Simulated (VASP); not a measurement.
# Li4TmGe (Cmmm) in VASP: notebook

Runs on Li4TmGe. Level: PBE. Tasks: single point, relaxation of shape and atoms at fixed volume.

Everything below comes from runs of VASP 6.6.1. Logs are shortened: lines on timing, memory, paths and dates and some standing lists are left out, and cuts for length are marked.

## 1. The cell of the first run

Symmetry: Cmmm, No. 65, orthorhombic system. Conventional cell: a = 4.174 Å, b = 12.463 Å, c = 3.996 Å, α = 90.00°, β = 90.00°, γ = 90.00°. Li (site symmetry m2m) has 8 Li at 2.80 to 2.89 Å and 2 Tm at 2.94 Å and 2 Ge at 3.00 Å within 3.7 Å. Li (site symmetry m2m) has 8 Li at 2.80 to 2.89 Å and 2 Ge at 2.91 Å and 2 Tm at 2.98 Å within 3.7 Å. Tm (site symmetry mmm) has 4 Ge at 2.89 Å and 8 Li at 2.94 to 2.98 Å within 3.8 Å. Ge (site symmetry mmm) has 4 Tm at 2.89 Å and 8 Li at 2.91 to 3.00 Å within 3.8 Å.

## 2. Single point, PBE (17.33 Å³/atom)

The input, INCAR:

```
PREC = Accurate
ENCUT = 750
EDIFF = 1E-6
ISMEAR = 0
SIGMA = 0.1
LREAL = False
LASPH = True
NELM = 200
ALGO = Normal
ISIF = 2
LWAVE = False
LCHARG = False
GGA = PE
NBANDS = 26
GGA_COMPAT = False
LMAXMIX = 6
```

The input, KPOINTS:

```
regular mesh
0
Gamma
  8 8 8
```

The input, POSCAR:

```
Li4TmGe
1.0
    2.0871305042     -6.2317377039      0.0000000000
    2.0871305042      6.2317377039      0.0000000000
    0.0000000000      0.0000000000      3.9961627310
Li Tm Ge
4 1 1
Direct
    0.3270411064      0.6729588936      0.0000000000
    0.8297943438      0.1702056562      0.5000000000
    0.1702056562      0.8297943438      0.5000000000
    0.6729588936      0.3270411064      0.0000000000
    0.5000000000      0.5000000000      0.5000000000
    0.0000000000      0.0000000000      0.0000000000
```

Potentials or basis: VASP PAW PBE potentials, release 64 (Li_sv, Tm_3, Ge_d), 4f in core.

On the command line:

```bash
cat potpaw_PBE.64/Li_sv/POTCAR potpaw_PBE.64/Tm_3/POTCAR potpaw_PBE.64/Ge_d/POTCAR > POTCAR
mpirun -np 1 vasp_std > vasp.out
```

OUTCAR:

```text
PREC = Accurate
   ENCUT = 750
   EDIFF = 1E-6
   ISMEAR = 0
   LREAL = False
   LASPH = True
   NELM = 200
   ISIF = 2
   GGA = PE

 ion  position               nearest neighbor table
   1  0.327  0.673  0.000-   5 2.94   5 2.94
   2  0.830  0.170  0.500-   5 2.98   5 2.98
   3  0.170  0.830  0.500-   5 2.98   5 2.98
   4  0.673  0.327  0.000-   5 2.94   5 2.94
   5  0.500  0.500  0.500-   6 2.89   6 2.89   6 2.89   6 2.89   4 2.94   4 2.94   1 2.94   1 2.94
                             3 2.98   2 2.98   3 2.98   2 2.98
   6  0.000  0.000  0.000-   5 2.89   5 2.89   5 2.89   5 2.89

  LATTYP: Found a base centered orthorhombic cell.
 ALAT       =     4.1742610084
 B/A-ratio  =     2.9857920678
 C/A-ratio  =     0.9573341779

  Lattice vectors:

 A1 = (   2.0871305042,  -6.2317377039,   0.0000000000)
 A2 = (   2.0871305042,   6.2317377039,   0.0000000000)
 A3 = (   0.0000000000,   0.0000000000,   3.9961627310)

Analysis of symmetry for initial positions (statically):
=====================================================================
 Subroutine PRICEL returns:
 Original cell was already a primitive cell.

 Routine SETGRP: Setting up the symmetry group for a
 base centered orthorhombic supercell.

 Subroutine GETGRP returns: Found  8 space group operations
 (whereof  8 operations were pure point group operations)
 out of a pool of  8 trial point group operations.

The static configuration has the point symmetry D_2h.

Analysis of symmetry for dynamics (positions and initial velocities):
=====================================================================
 Subroutine PRICEL returns:
 Original cell was already a primitive cell.

 Routine SETGRP: Setting up the symmetry group for a
 base centered orthorhombic supercell.

 Subroutine GETGRP returns: Found  8 space group operations
 (whereof  8 operations were pure point group operations)
 out of a pool of  8 trial point group operations.

The dynamic configuration has the point symmetry D_2h.

 Subroutine INISYM returns: Found  8 space group operations
 (whereof  8 operations are pure point group operations),
 and found     1 'primitive' translations

----------------------------------------------------------------------------------------

                                     Primitive cell

  volume of cell :     103.9518

  direct lattice vectors                    reciprocal lattice vectors
     2.087130504 -6.231737704  0.000000000     0.239563362 -0.080234442  0.000000000
     2.087130504  6.231737704  0.000000000     0.239563362  0.080234442  0.000000000
     0.000000000  0.000000000  3.996162731     0.000000000  0.000000000  0.250240060

  length of vectors
     6.571960784  6.571960784  3.996162731     0.252642376  0.252642376  0.250240060

  position of ions in fractional coordinates (direct lattice)
     0.327041106  0.672958894  0.000000000
     0.829794344  0.170205656  0.500000000
     0.170205656  0.829794344  0.500000000
     0.672958894  0.327041106  0.000000000
     0.500000000  0.500000000  0.500000000
     0.000000000  0.000000000  0.000000000

  ion indices of the primitive-cell ions
   primitive index   ion index
                 1           1
                 2           2
                 3           3
                 4           4
                 5           5
                 6           6

----------------------------------------------------------------------------------------

 KPOINTS: regular mesh

Automatic generation of k-mesh.
 Grid dimensions read from file:
 generate k-points for:    8    8    8

 Generating k-lattice:

  Cartesian coordinates                     Fractional coordinates (reciprocal lattice)
     0.029945420 -0.010029305  0.000000000     0.125000000  0.000000000  0.000000000
     0.029945420  0.010029305  0.000000000     0.000000000  0.125000000  0.000000000
     0.000000000  0.000000000  0.031280007     0.000000000  0.000000000  0.125000000

  Length of vectors
     0.031580297  0.031580297  0.031280007

  Shift w.r.t. Gamma in fractional coordinates (k-lattice)
     0.000000000  0.000000000  0.000000000

 Subroutine IBZKPT returns following result:
 ===========================================

 Found    105 irreducible k-points:

 Following reciprocal coordinates:
            Coordinates               Weight
  0.000000  0.000000  0.000000      1.000000
  0.125000  0.000000  0.000000      4.000000
  0.250000  0.000000  0.000000      4.000000
  0.375000  0.000000  0.000000      4.000000
  0.500000  0.000000  0.000000      2.000000
  0.125000  0.125000  0.000000      2.000000
[... 16 lines left out ...]
  0.125000  0.000000  0.125000      8.000000
  0.250000  0.000000  0.125000      8.000000
 [... further k-points ...]
   k-points           NKPTS =    105   k-points in BZ     NKDIM =    105   number of bands    NBANDS=     26
   number of dos      NEDOS =    301   number of ions     NIONS =      6
   total plane-waves  NPLWV = 129600
   dimension x,y,z NGX =    60 NGY =   60 NGZ =   36
   dimension x,y,z NGXF=   120 NGYF=  120 NGZF=   72
   ions per type =               4   1   1
   NGX,Y,Z   is equivalent  to a cutoff of  15.18, 15.18, 14.98 a.u.
   NGXF,Y,Z  is equivalent  to a cutoff of  30.36, 30.36, 29.95 a.u.
 SYSTEM =  unknown system
   PREC   = accura    normal or accurate (medium, high low for compatibility)
   ISTART =      0    job   : 0-new  1-cont  2-samecut
   ICHARG =      2    charge: 1-file 2-atom 10-const
   ISPIN  =      1    spin polarized calculation?
   LNONCOLLINEAR =      F non collinear calculations
   LSORBIT =      F    spin-orbit coupling
   LASPH  =      T    aspherical Exc in radial PAW
   ENCUT  =  750.0 eV  55.12 Ry    7.42 a.u.  14.68 14.68  8.92*2*pi/ulx,y,z
   NELM   =    200;   NELMIN=  2; NELMDL= -5     # of ELM steps
   EDIFF  = 0.1E-05   stopping-criterion for ELM
   LREAL  =      F    real-space projection
   EDIFFG = 0.1E-04   stopping-criterion for IOM
   NSW    =      0    number of steps for IOM
   IBRION =     -1    ionic relax: 0-MD 1-quasi-New 2-CG
   NFREE  =      0    steps in history (QN), initial steepest desc. (CG)
   ISIF   =      2    stress and relaxation
   ISYM   =      2    0-nonsym 1-usesym 2-fastsym
   POTIM  = 0.5000    time-step for ionic-motion
   TEBEG  =    0.0;   TEEND  =   0.0 temperature during run
   PSTRESS=    0.0 pullay stress
   NELECT =      35.0000    total number of electrons
   NUPDOWN=      -1.0000    fix difference up-down
   EMIN   =  10.00;   EMAX   =-10.00  energy-range for DOS
   EFERMI =   0.00;   METHOD = LEGACY
   ISMEAR =     0;   SIGMA  =   0.10  broadening in eV -4-tet -1-fermi 0-gaus
   EFERMI_NEDOS =   21; number of points for ismear=-14 and -15
   IALGO  =     38    algorithm
   IMIX   =      4    mixing-type and parameters
     AMIX     =   0.40;   BMIX     =  1.00
     AMIX_MAG =   1.60;   BMIX_MAG =  1.00
  volume/ion in A,a.u.               =      17.33       116.92
  Fermi-wavevector in a.u.,A,eV,Ry     =   1.138903  2.152215 17.648128  1.297101
  Thomas-Fermi vector in A             =   2.275607
   LORBIT       =      0    0 simple, 1 ext, 2 COOP (PROOUT), +10 PAW based schemes
   GGA     = PE    functional components
   LHFCALC =     F    Hartree Fock is set to
   AEXX    =    0.0000 exact exchange contribution
   IVDW    =     0    specifies the selected vdW correction
   LEPSILON=     F    determine dielectric tensor
   LRPA    =     F    only Hartree local field effects (RPA)
 non-spin polarized calculation
 Gauss-broadening in eV      SIGMA  =   0.10
  energy-cutoff  :      750.00
  volume of cell :      103.95
 maximum number of plane-waves:      4878
   NGX = 29   NGY = 29   NGZ = 17

 number of electron      34.9999994 magnetization

 Free energy of the ion-electron system (eV)
  ---------------------------------------------------
  ext. energy  EPLUGINS =         0.00000000
  ---------------------------------------------------
  free energy    TOTEN  =       -17.78947806 eV

  energy without entropy =      -17.77846976  energy(sigma->0) =      -17.78397391

 E-fermi :   3.0766     XC(G=0):  -9.0974

 val. band max:        3.0580219319   @ k =   0.5000   0.5000   0.2500
 cond. band min:       3.0781674180   @ k =  -0.1250   0.1250   0.3750
 fundamental gap:      0.0201454861
 Fermi energy:         3.0766146138

 k-point     1 :       0.0000    0.0000    0.0000
  band No.  band energies     occupation
      1     -43.3562      2.00000
      2     -43.3409      2.00000
      3     -42.9937      2.00000
      4     -42.9828      2.00000
      5     -22.4631      2.00000
      6     -22.2513      2.00000
[... 18 lines left out ...]
     25       7.4067      0.00000
     26       7.8194      0.00000

 k-point     2 :       0.1250    0.0000    0.0000
  band No.  band energies     occupation
      1     -43.3555      2.00000
      2     -43.3414      2.00000
      3     -42.9933      2.00000
      4     -42.9832      2.00000
      5     -22.4627      2.00000
      6     -22.2633      2.00000
[... 18 lines left out ...]
     25       7.8326      0.00000
     26       8.1095      0.00000

 k-point     3 :       0.2500    0.0000    0.0000
  band No.  band energies     occupation
      1     -43.3537      2.00000
      2     -43.3429      2.00000
      3     -42.9923      2.00000
      4     -42.9845      2.00000
      5     -22.4619      2.00000
      6     -22.2921      2.00000
[... 18 lines left out ...]
     25       8.8897      0.00000
     26       8.8915      0.00000

 k-point     4 :       0.3750    0.0000    0.0000
  band No.  band energies     occupation
      1     -43.3510      2.00000
      2     -43.3452      2.00000
      3     -42.9906      2.00000
      4     -42.9864      2.00000
      5     -22.4611      2.00000
      6     -22.3204      2.00000
[... 18 lines left out ...]
     25       8.4599      0.00000
     26       9.0879      0.00000

 k-point     5 :       0.5000    0.0000    0.0000
  band No.  band energies     occupation
      1     -43.3481      2.00000
      2     -43.3480      2.00000
      3     -42.9886      2.00000
      4     -42.9885      2.00000
      5     -22.4608      2.00000
      6     -22.3320      2.00000
[... 18 lines left out ...]
     25       7.5806      0.00000
     26       9.0115      0.00000

 k-point     6 :       0.1250    0.1250    0.0000
  band No.  band energies     occupation
      1     -43.3537      2.00000
      2     -43.3429      2.00000
      3     -42.9923      2.00000
      4     -42.9845      2.00000
      5     -22.4619      2.00000
      6     -22.2921      2.00000
[... 427 lines left out ...]
 k-point    21 :       0.5000    0.5000    0.0000
  band No.  band energies     occupation
      1     -43.3562      2.00000
      2     -43.3409      2.00000
      3     -42.9937      2.00000
      4     -42.9828      2.00000
      5     -22.4631      2.00000
      6     -22.2513      2.00000
[... 18 lines left out ...]
     25       7.9647      0.00000
     26       8.2152      0.00000

 k-point    22 :       0.0000    0.0000    0.1250
  band No.  band energies     occupation
      1     -43.3560      2.00000
      2     -43.3409      2.00000
      3     -42.9938      2.00000
      4     -42.9828      2.00000
      5     -22.4623      2.00000
      6     -22.2553      2.00000
[... 18 lines left out ...]
     25       7.8136      0.00000
     26       8.2353      0.00000

 k-point    23 :       0.1250    0.0000    0.1250
  band No.  band energies     occupation
      1     -43.3553      2.00000
      2     -43.3414      2.00000
      3     -42.9934      2.00000
      4     -42.9832      2.00000
      5     -22.4619      2.00000
      6     -22.2671      2.00000
[... 18 lines left out ...]
     25       8.1982      0.00000
     26       8.8667      0.00000

 k-point    24 :       0.2500    0.0000    0.1250
  band No.  band energies     occupation
      1     -43.3536      2.00000
      2     -43.3429      2.00000
      3     -42.9923      2.00000
      4     -42.9845      2.00000
      5     -22.4609      2.00000
      6     -22.2930      2.00000
[... 18 lines left out ...]
     25       8.3368      0.00000
     26       9.1622      0.00000

 [... further k-points ...]
[... 5 lines left out ...]
  --------------------------------------------------------------------------------------
  -------------------------------------------------------------------------------------
  Total        2.7441178      2.6466582      2.6756227      0.0000000      0.0000000      0.0000000
  in kB       42.2942564     40.7921416     41.2385624      0.0000000      0.0000000      0.0000000
  external PRESSURE =      41.4416535 kB  Pullay stress =       0.0000000 kB

 VOLUME and BASIS-vectors are now :
 -----------------------------------------------------------------------------
  energy-cutoff  :      750.00
  volume of cell :      103.95
      direct lattice vectors                 reciprocal lattice vectors
     2.087130504 -6.231737704  0.000000000     0.239563362 -0.080234442  0.000000000
     2.087130504  6.231737704  0.000000000     0.239563362  0.080234442  0.000000000
     0.000000000  0.000000000  3.996162731     0.000000000  0.000000000  0.250240060

 POSITION                                       TOTAL-FORCE (eV/Angst)
 -----------------------------------------------------------------------------------
      2.08713      2.15567      0.00000        -0.000000      0.008917      0.000000
      2.08713     -4.11038      1.99808        -0.000000      0.001769      0.000000
      2.08713      4.11038      1.99808        -0.000000     -0.001769     -0.000000
      2.08713     -2.15567      0.00000        -0.000000     -0.008917      0.000000
      2.08713      0.00000      1.99808         0.000000      0.000000      0.000000
      0.00000      0.00000      0.00000        -0.000000     -0.000000      0.000000
 -----------------------------------------------------------------------------------
    total drift:                                0.000000     -0.000000      0.000000

  FREE ENERGIE OF THE ION-ELECTRON SYSTEM (eV)
  ---------------------------------------------------
  free  energy   TOTEN  =       -17.7894780595 eV

  energy  without entropy=      -17.7784697582  energy(sigma->0) =      -17.78397391
```

Run time: 11 min. Hardware: 1 thread of Intel Xeon Platinum 8375C at 2.90GHz (Ice Lake), shared host; peak memory 0.7 GiB.

What came out:

* Free energy: -17.7895 eV
* Pressure: 4.1 GPa
* Largest force: 0.009 eV/Å
* Band gap on the k mesh: zero (an odd number of electrons rules out a gap without spin polarisation)

Forces in eV/Å, atoms in the order of the input:
```
Li   0.000  0.009  0.000
Li   0.000  0.002  0.000
Li   0.000 -0.002  0.000
Li   0.000 -0.009  0.000
Tm   0.000  0.000  0.000
Ge   0.000  0.000  0.000
```

Stress tensor (GPa, compression positive):
```
4.23 0.00 0.00
0.00 4.08 0.00
0.00 0.00 4.12
```

Levels at points of the mesh, in eV from the Fermi level:
```csv
k point,band 14,band 15,band 16,band 17,band 18,band 19,band 20,band 21,band 22,band 23
"(0.00, 0.00, 0.00)",-2.79,-2.45,-0.34,0.29,0.42,0.55,1.71,1.77,2.80,3.86
"(0.50, 0.00, 0.00)",-4.32,-2.91,-1.32,-1.10,-0.80,1.76,2.09,2.25,3.36,4.39
"(0.50, 0.50, 0.00)",-3.68,-0.40,-0.11,-0.07,0.02,0.73,1.03,1.40,2.79,3.36
"(0.00, 0.00, 0.50)",-4.30,-2.46,-1.51,-1.48,-0.64,0.89,1.69,3.63,3.65,3.94
"(0.50, 0.00, 0.50)",-2.05,-1.91,-1.71,-1.54,-0.18,-0.09,0.25,0.89,3.04,3.20
"(0.50, 0.50, 0.50)",-4.21,-3.06,-1.53,-1.49,0.28,0.96,2.11,3.34,3.89,3.97
```

Caveat: the cell stands under pressure; spin-orbit coupling is left out, which moves the levels of the heavy elements; the 4f electrons are frozen in the core, so they carry no moment and show no levels. Spin polarisation is off, so any magnetic state and its effect on volume and gap are missing.

(Part 1 of 3 ends here.)

The gap in the log of VASP goes by the Fermi energy; the results here count the filled bands.